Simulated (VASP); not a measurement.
Input of a VASP 6.6.1 run:

The input INCAR:

```
SYSTEM = Tl
ALGO = Normal ; EDIFF = 1E-7
EDIFFG = -0.005 ; ENCUT = 600
GGA = PE ; IBRION = 2
ISIF = 3 ; ISMEAR = 0
LASPH = .True. ; LCHARG = .False.
LREAL = .False. ; LWAVE = .False.
NELM = 100 ; NSW = 100
PREC = Accurate ; SIGMA = 0.1
```

The input KPOINTS:

```
k-points
0
Gamma
  15 15 8
  0 0 0
```

POSCAR

```
Tl
1.0
    3.4879330000      0.0000000000      0.0000000000
   -1.7439670000      3.0206390000      0.0000000000
    0.0000000000      0.0000000000      5.6957710000
Tl
2
Direct
    0.0000000000      0.0000000000      0.0000000000
    0.3333333300      0.6666666700      0.5000000000
```

Potentials or basis: VASP PAW PBE potentials, release 64 (Tl_d).

The run is started by

```console
$ cat potpaw_PBE.64/Tl_d/POTCAR > POTCAR
$ mpirun -np 1 vasp_std > vasp.out
```

(1) Estimate the band gap on the k mesh.

(2) What does it give for the space group after relaxing (to 0.05 Å)?

Answers

(1) zero (band 13 reaches 9.14 eV, above the bottom of band 14 at 3.73 eV).

(2) P6_3/mmc (No. 194).

Caveat: spin-orbit coupling is left out, which moves the levels of the heavy elements.
